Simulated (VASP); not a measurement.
# Li2ZrP2 (I4/mmm) in VASP: further runs

Runs on Li2ZrP2. Level: PBE. Tasks: single point.

All numbers are computed with VASP 6.6.1; they aren't measurements. Logs are shortened: lines on timing, memory, paths and dates and some standing lists are left out, and cuts for length are marked.

### 1 The cell of the first run

The structure is tetragonal, space group I4/mmm (No. 139). Conventional cell: a = 3.825 Å, b = 3.825 Å, c = 10.037 Å, α = 90.00°, β = 90.00°, γ = 90.00°. Li (site symmetry -4m2) has 4 P at 2.28 Å and 4 Li at 2.70 Å within 3.0 Å. Within 3.9 Å of Zr (site symmetry 4/mmm) lie 10 P at 2.99 to 3.75 Å and 8 Li at 3.16 Å and 4 Zr at 3.83 Å. P (site symmetry 4mm) has 4 Li at 2.28 Å and 1 P at 2.53 Å and 4 Zr at 2.99 Å within 3.0 Å.

### 2 Single point, PBE

Input file INCAR:

```
ALGO = Normal
EDIFF = 1E-6
ENCUT = 520
GGA = PE
ISIF = 2
ISMEAR = 0
LASPH = T
LCHARG = F
LREAL = F
LWAVE = F
NBANDS = 22
NELM = 100
PREC = Accurate
SIGMA = 0.1
```

Input file KPOINTS:

```
k-points
0
Gamma
  6 6 6
```

Input file POSCAR:

```
Li2ZrP2
1.0
   -1.9126432226      1.9126432226      5.0183213267
    1.9126432226     -1.9126432226      5.0183213267
    1.9126432226      1.9126432226     -5.0183213267
Li Zr P
2 1 2
Direct
    0.2500000000      0.7500000000      0.5000000000
    0.7500000000      0.2500000000      0.5000000000
    0.0000000000      0.0000000000      0.0000000000
    0.6260000000      0.6260000000      0.0000000000
    0.3740000000      0.3740000000      0.0000000000
```

Potentials or basis: VASP PAW PBE potentials, release 64 (Li_sv, Zr_sv, P).

The run is started by

```console
> cat potpaw_PBE.64/Li_sv/POTCAR potpaw_PBE.64/Zr_sv/POTCAR potpaw_PBE.64/P/POTCAR > POTCAR
> mpirun -np 1 vasp_std > vasp.out
```

OUTCAR:

```text
EDIFF = 1E-6
   ENCUT = 520
   GGA = PE
   ISIF = 2
   ISMEAR = 0
   LASPH = T
   LREAL = F
   NELM = 100
   PREC = Accurate

 ion  position               nearest neighbor table
   1  0.250  0.750  0.500-   5 2.28   4 2.28   5 2.28   4 2.28   3 3.16   3 3.16   3 3.16   3 3.16

   2  0.750  0.250  0.500-   5 2.28   4 2.28   5 2.28   4 2.28   3 3.16   3 3.16   3 3.16   3 3.16

   3  0.000  0.000  0.000-   4 2.99   4 2.99   4 2.99   5 2.99   4 2.99   5 2.99   5 2.99   5 2.99
                             1 3.16   2 3.16   1 3.16   2 3.16   2 3.16   2 3.16   1 3.16   1 3.16
   4  0.626  0.626  0.000-   1 2.28   2 2.28   1 2.28   2 2.28   5 2.53   3 2.99   3 2.99   3 2.99
                             3 2.99
   5  0.374  0.374  0.000-   1 2.28   2 2.28   1 2.28   2 2.28   4 2.53   3 2.99   3 2.99   3 2.99
                             3 2.99

  LATTYP: Found a body centered tetragonal cell.
 ALAT       =     3.8252864452
 C/A-ratio  =     2.6237623763

  Lattice vectors:

 A1 = (  -1.9126432226,   1.9126432226,   5.0183213267)
 A2 = (   1.9126432226,  -1.9126432226,   5.0183213267)
 A3 = (   1.9126432226,   1.9126432226,  -5.0183213267)

Analysis of symmetry for initial positions (statically):
=====================================================================
 Subroutine PRICEL returns:
 Original cell was already a primitive cell.

 Routine SETGRP: Setting up the symmetry group for a
 body centered tetragonal supercell.

 Subroutine GETGRP returns: Found 16 space group operations
 (whereof 16 operations were pure point group operations)
 out of a pool of 16 trial point group operations.

The static configuration has the point symmetry D_4h.

Analysis of symmetry for dynamics (positions and initial velocities):
=====================================================================
 Subroutine PRICEL returns:
 Original cell was already a primitive cell.

 Routine SETGRP: Setting up the symmetry group for a
 body centered tetragonal supercell.

 Subroutine GETGRP returns: Found 16 space group operations
 (whereof 16 operations were pure point group operations)
 out of a pool of 16 trial point group operations.

The dynamic configuration has the point symmetry D_4h.

 Subroutine INISYM returns: Found 16 space group operations
 (whereof 16 operations are pure point group operations),
 and found     1 'primitive' translations

----------------------------------------------------------------------------------------

                                     Primitive cell

  volume of cell :      73.4322

  direct lattice vectors                    reciprocal lattice vectors
    -1.912643223  1.912643223  5.018321327     0.000000000  0.261418331  0.099634911
     1.912643223 -1.912643223  5.018321327     0.261418331  0.000000000  0.099634911
     1.912643223  1.912643223 -5.018321327     0.261418331  0.261418331  0.000000000

  length of vectors
     5.700873366  5.700873366  5.700873366     0.279761791  0.279761791  0.369701350

  position of ions in fractional coordinates (direct lattice)
     0.250000000  0.750000000  0.500000000
     0.750000000  0.250000000  0.500000000
     0.000000000  0.000000000  0.000000000
     0.626000000  0.626000000  0.000000000
     0.374000000  0.374000000  0.000000000

  ion indices of the primitive-cell ions
   primitive index   ion index
                 1           1
                 2           2
                 3           3
                 4           4
                 5           5

----------------------------------------------------------------------------------------

 KPOINTS: k-points

Automatic generation of k-mesh.
 Grid dimensions read from file:
 generate k-points for:    6    6    6

 Generating k-lattice:

  Cartesian coordinates                     Fractional coordinates (reciprocal lattice)
     0.000000000  0.043569722  0.016605819     0.166666667  0.000000000  0.000000000
     0.043569722  0.000000000  0.016605819     0.000000000  0.166666667  0.000000000
     0.043569722  0.043569722  0.000000000     0.000000000  0.000000000  0.166666667

  Length of vectors
     0.046626965  0.046626965  0.061616892

  Shift w.r.t. Gamma in fractional coordinates (k-lattice)
     0.000000000  0.000000000  0.000000000

 Subroutine IBZKPT returns following result:
 ===========================================

 Found     30 irreducible k-points:

 Following reciprocal coordinates:
            Coordinates               Weight
  0.000000  0.000000  0.000000      1.000000
  0.166667  0.000000  0.000000      8.000000
  0.333333 -0.000000  0.000000      8.000000
  0.500000 -0.000000  0.000000      4.000000
  0.166667  0.166667  0.000000      8.000000
  0.333333  0.166667  0.000000     16.000000
[... 16 lines left out ...]
 -0.333333 -0.333333  0.166667      8.000000
 -0.166667 -0.333333  0.166667      8.000000
 [... further k-points ...]
   k-points           NKPTS =     30   k-points in BZ     NKDIM =     30   number of bands    NBANDS=     22
   number of dos      NEDOS =    301   number of ions     NIONS =      5
   total plane-waves  NPLWV =  74088
   dimension x,y,z NGX =    42 NGY =   42 NGZ =   42
   dimension x,y,z NGXF=    84 NGYF=   84 NGZF=   84
   ions per type =               2   1   2
   NGX,Y,Z   is equivalent  to a cutoff of  12.25, 12.25, 12.25 a.u.
   NGXF,Y,Z  is equivalent  to a cutoff of  24.50, 24.50, 24.50 a.u.
 SYSTEM =  unknown system
   PREC   = accura    normal or accurate (medium, high low for compatibility)
   ISTART =      0    job   : 0-new  1-cont  2-samecut
   ICHARG =      2    charge: 1-file 2-atom 10-const
   ISPIN  =      1    spin polarized calculation?
   LNONCOLLINEAR =      F non collinear calculations
   LSORBIT =      F    spin-orbit coupling
   LASPH  =      T    aspherical Exc in radial PAW
   ENCUT  =  520.0 eV  38.22 Ry    6.18 a.u.  10.60 10.60 10.60*2*pi/ulx,y,z
   NELM   =    100;   NELMIN=  2; NELMDL= -5     # of ELM steps
   EDIFF  = 0.1E-05   stopping-criterion for ELM
   LREAL  =      F    real-space projection
   EDIFFG = 0.1E-04   stopping-criterion for IOM
   NSW    =      0    number of steps for IOM
   IBRION =     -1    ionic relax: 0-MD 1-quasi-New 2-CG
   NFREE  =      0    steps in history (QN), initial steepest desc. (CG)
   ISIF   =      2    stress and relaxation
   ISYM   =      2    0-nonsym 1-usesym 2-fastsym
   POTIM  = 0.5000    time-step for ionic-motion
   TEBEG  =    0.0;   TEEND  =   0.0 temperature during run
   PSTRESS=    0.0 pullay stress
   NELECT =      28.0000    total number of electrons
   NUPDOWN=      -1.0000    fix difference up-down
   EMIN   =  10.00;   EMAX   =-10.00  energy-range for DOS
   EFERMI =   0.00;   METHOD = LEGACY
   ISMEAR =     0;   SIGMA  =   0.10  broadening in eV -4-tet -1-fermi 0-gaus
   EFERMI_NEDOS =   21; number of points for ismear=-14 and -15
   IALGO  =     38    algorithm
   IMIX   =      4    mixing-type and parameters
     AMIX     =   0.40;   BMIX     =  1.00
     AMIX_MAG =   1.60;   BMIX_MAG =  1.00
  volume/ion in A,a.u.               =      14.69        99.11
  Fermi-wavevector in a.u.,A,eV,Ry     =   1.187131  2.243353 19.174424  1.409280
  Thomas-Fermi vector in A             =   2.323289
   LORBIT       =      0    0 simple, 1 ext, 2 COOP (PROOUT), +10 PAW based schemes
   GGA     = PE    functional components
   LHFCALC =     F    Hartree Fock is set to
   AEXX    =    0.0000 exact exchange contribution
   IVDW    =     0    specifies the selected vdW correction
   LEPSILON=     F    determine dielectric tensor
   LRPA    =     F    only Hartree local field effects (RPA)
 non-spin polarized calculation
 Gauss-broadening in eV      SIGMA  =   0.10
  energy-cutoff  :      520.00
  volume of cell :       73.43
 maximum number of plane-waves:      2003
   NGX = 21   NGY = 21   NGZ = 21

 number of electron      27.9999991 magnetization

 Free energy of the ion-electron system (eV)
  ---------------------------------------------------
  ext. energy  EPLUGINS =         0.00000000
  ---------------------------------------------------
  free energy    TOTEN  =       -26.07318470 eV

  energy without entropy =      -26.06288273  energy(sigma->0) =      -26.06803372

 E-fermi :   7.6272     XC(G=0): -10.5339

 val. band max:        7.5984111120   @ k =  -0.3333   0.5000   0.3333
 cond. band min:       7.6672521121   @ k =   0.5000   0.5000   0.3333
 fundamental gap:      0.0688410001
 Fermi energy:         7.6272072600

 k-point     1 :       0.0000    0.0000    0.0000
  band No.  band energies     occupation
      1     -42.3638      2.00000
      2     -37.8792      2.00000
      3     -37.8221      2.00000
      4     -20.3224      2.00000
      5     -20.3224      2.00000
      6     -20.3080      2.00000
[... 14 lines left out ...]
     21      13.0343      0.00000
     22      13.0495      0.00000

 k-point     2 :       0.1667    0.0000    0.0000
  band No.  band energies     occupation
      1     -42.3626      2.00000
      2     -37.8752      2.00000
      3     -37.8257      2.00000
      4     -20.3477      2.00000
      5     -20.3198      2.00000
      6     -20.3053      2.00000
[... 14 lines left out ...]
     21      12.9023      0.00000
     22      13.5911      0.00000

 k-point     3 :       0.3333   -0.0000    0.0000
  band No.  band energies     occupation
      1     -42.3602      2.00000
      2     -37.8644      2.00000
      3     -37.8358      2.00000
      4     -20.3978      2.00000
      5     -20.3147      2.00000
      6     -20.2998      2.00000
[... 14 lines left out ...]
     21      13.3335      0.00000
     22      13.7557      0.00000

 k-point     4 :       0.5000   -0.0000    0.0000
  band No.  band energies     occupation
      1     -42.3589      2.00000
      2     -37.8500      2.00000
      3     -37.8499      2.00000
      4     -20.4227      2.00000
      5     -20.3122      2.00000
      6     -20.2971      2.00000
[... 14 lines left out ...]
     21      13.1853      0.00000
     22      13.5661      0.00000

 k-point     5 :       0.1667    0.1667    0.0000
  band No.  band energies     occupation
      1     -42.3614      2.00000
      2     -37.8717      2.00000
      3     -37.8288      2.00000
      4     -20.3463      2.00000
      5     -20.3430      2.00000
      6     -20.3027      2.00000
[... 14 lines left out ...]
     21      12.6480      0.00000
     22      13.7042      0.00000

 k-point     6 :       0.3333    0.1667    0.0000
  band No.  band energies     occupation
      1     -42.3590      2.00000
      2     -37.8623      2.00000
      3     -37.8375      2.00000
      4     -20.3938      2.00000
      5     -20.3385      2.00000
      6     -20.2974      2.00000
[... 14 lines left out ...]
     21      12.5616      0.00000
     22      13.5831      0.00000

 k-point     7 :       0.5000    0.1667    0.0000
  band No.  band energies     occupation
      1     -42.3578      2.00000
      2     -37.8498      2.00000
      3     -37.8497      2.00000
      4     -20.4181      2.00000
      5     -20.3354      2.00000
      6     -20.2946      2.00000
[... 324 lines left out ...]
      6     -20.2924      2.00000
[... 14 lines left out ...]
     21      12.4009      0.00000
     22      13.1265      0.00000

 k-point    21 :      -0.3333    0.5000    0.1667
  band No.  band energies     occupation
      1     -42.3589      2.00000
      2     -37.8623      2.00000
      3     -37.8375      2.00000
      4     -20.3939      2.00000
      5     -20.3385      2.00000
      6     -20.2976      2.00000
[... 14 lines left out ...]
     21      13.0628      0.00000
     22      13.7042      0.00000

 k-point    22 :      -0.1667    0.5000    0.1667
  band No.  band energies     occupation
      1     -42.3601      2.00000
      2     -37.8645      2.00000
      3     -37.8358      2.00000
      4     -20.3979      2.00000
      5     -20.3148      2.00000
      6     -20.3001      2.00000
[... 14 lines left out ...]
     21      13.7556      0.00000
     22      14.5728      0.00000

 k-point    23 :      -0.3333   -0.3333    0.1667
  band No.  band energies     occupation
      1     -42.3613      2.00000
      2     -37.8718      2.00000
      3     -37.8288      2.00000
      4     -20.3464      2.00000
      5     -20.3431      2.00000
      6     -20.3031      2.00000
[... 14 lines left out ...]
     21      12.9231      0.00000
     22      13.2351      0.00000

 k-point    24 :      -0.1667   -0.3333    0.1667
  band No.  band energies     occupation
      1     -42.3625      2.00000
      2     -37.8752      2.00000
      3     -37.8257      2.00000
      4     -20.3478      2.00000
      5     -20.3199      2.00000
      6     -20.3057      2.00000
[... 14 lines left out ...]
     21      13.0709      0.00000
     22      13.4522      0.00000

 [... further k-points ...]

------------------------ aborting loop because EDIFF is reached ----------------------------------------

  FORCE on cell =-STRESS in cart. coord.  units (eV):
  Direction    XX          YY          ZZ          XY          YZ          ZX
  --------------------------------------------------------------------------------------
  -------------------------------------------------------------------------------------
  Total       -1.7042630     -1.7042630      0.9888936      0.0000000      0.0000000      0.0000000
  in kB      -37.1844030    -37.1844030     21.5761394      0.0000000      0.0000000      0.0000000
  external PRESSURE =     -17.5975555 kB  Pullay stress =       0.0000000 kB

 VOLUME and BASIS-vectors are now :
 -----------------------------------------------------------------------------
  energy-cutoff  :      520.00
  volume of cell :       73.43
      direct lattice vectors                 reciprocal lattice vectors
    -1.912643223  1.912643223  5.018321327     0.000000000  0.261418331  0.099634911
     1.912643223 -1.912643223  5.018321327     0.261418331  0.000000000  0.099634911
     1.912643223  1.912643223 -5.018321327     0.261418331  0.261418331  0.000000000

 POSITION                                       TOTAL-FORCE (eV/Angst)
 -----------------------------------------------------------------------------------
      1.91264     -0.00000      2.50916        -0.000000     -0.000000      0.000000
     -0.00000      1.91264      2.50916        -0.000000     -0.000000      0.000000
      0.00000      0.00000      0.00000        -0.000000     -0.000000      0.000000
      0.00000      0.00000      6.28294         0.000000      0.000000     -1.938559
      0.00000      0.00000      3.75370        -0.000000     -0.000000      1.938559
 -----------------------------------------------------------------------------------
    total drift:                               -0.000000     -0.000000      0.000000

  FREE ENERGIE OF THE ION-ELECTRON SYSTEM (eV)
  ---------------------------------------------------
  free  energy   TOTEN  =       -26.0731847038 eV

  energy  without entropy=      -26.0628827301  energy(sigma->0) =      -26.06803372
```

It took 77 s on 1 thread of Intel Xeon Platinum 8488C (Sapphire Rapids), shared host; peak memory 0.27 GiB.

Results:

```yaml
Free_energy: -26.0732 eV
Largest_force: 1.939 eV/Å
Band_gap_on_the_k_mesh: zero (bands 14 and 15 overlap by 1.36 eV)
```

Forces in eV/Å, atoms in the order of the input:
```
Li   0.000  0.000  0.000
Li   0.000  0.000  0.000
Zr   0.000  0.000  0.000
P    0.000  0.000 -1.939
P    0.000  0.000  1.939
```

Caveat: the cutoff is under 1.25 times the usual one of these potentials, so pressure, stress and relaxed cells hold a basis-set (Pulay) error; forces of over 1 eV/Å act on the atoms, so gaps and moduli don't describe the material at rest.

### 3 Single point, PBE

This run uses another cell than the first one, of 14.81 Å³/atom.

Input file INCAR:

```
SYSTEM = Li2ZrP2
  PREC = Accurate
  ENCUT = 520
  EDIFF = 1E-7
  ISMEAR = 0
  SIGMA = 0.1
  LREAL = .False.
  LASPH = .True.
  NELM = 80
  ALGO = Normal
  ISIF = 2
  LWAVE = .False.
  LCHARG = .False.
  GGA = PE
  NBANDS = 22
```

Input file KPOINTS:

```
Automatic mesh
0
Gamma
  6 6 6
  0 0 0
```

Input file POSCAR:

```
Li2ZrP2
1.0
   -1.8027288396      1.8027288396      5.6965833449
    1.8027288396     -1.8027288396      5.6965833449
    1.8027288396      1.8027288396     -5.6965833449
Li Zr P
2 1 2
Direct
    0.2500000000      0.7500000000      0.5000000000
    0.7500000000      0.2500000000      0.5000000000
    0.0000000000      0.0000000000      0.0000000000
    0.6043259205      0.6043259205      0.0000000000
    0.3956740795      0.3956740795      0.0000000000
```

Potentials or basis: VASP PAW PBE potentials, release 64 (Li_sv, Zr_sv, P).

The run is started by

```console
> cat potpaw_PBE.64/Li_sv/POTCAR potpaw_PBE.64/Zr_sv/POTCAR potpaw_PBE.64/P/POTCAR > POTCAR
> mpirun -np 1 vasp_std > vasp.out
```

Run time: 1.7 min. Hardware: 1 thread of Intel Xeon Platinum 8488C (Sapphire Rapids), shared host; peak memory 0.34 GiB.

Results (log left out):

- Free energy: -26.8363 eV
- Largest force: 0.041 eV/Å
- Band gap on the k mesh: zero (bands 14 and 15 overlap by 0.91 eV)

Forces in eV/Å, atoms in the order of the input:
```
Li   0.000  0.000  0.000
Li   0.000  0.000  0.000
Zr   0.000  0.000  0.000
P    0.000  0.000 -0.041
P    0.000  0.000  0.041
```

Levels at points of the mesh, in eV from the Fermi level:
```csv
k point,band 12,band 13,band 14,band 15,band 16,band 17
"(0.00, 0.00, 0.00)",-1.96,-1.65,-1.65,1.24,1.81,1.86
"(0.50, 0.00, 0.00)",-3.23,-1.48,0.17,0.32,0.98,2.78
"(0.50, 0.50, 0.00)",-4.24,-4.16,-0.26,-0.12,3.30,3.50
"(0.50, 0.50, 0.50)",-1.93,-1.35,-1.35,-0.45,0.71,1.25
```

Caveat: the cutoff is under 1.25 times the usual one of these potentials, so pressure, stress and relaxed cells hold a basis-set (Pulay) error.
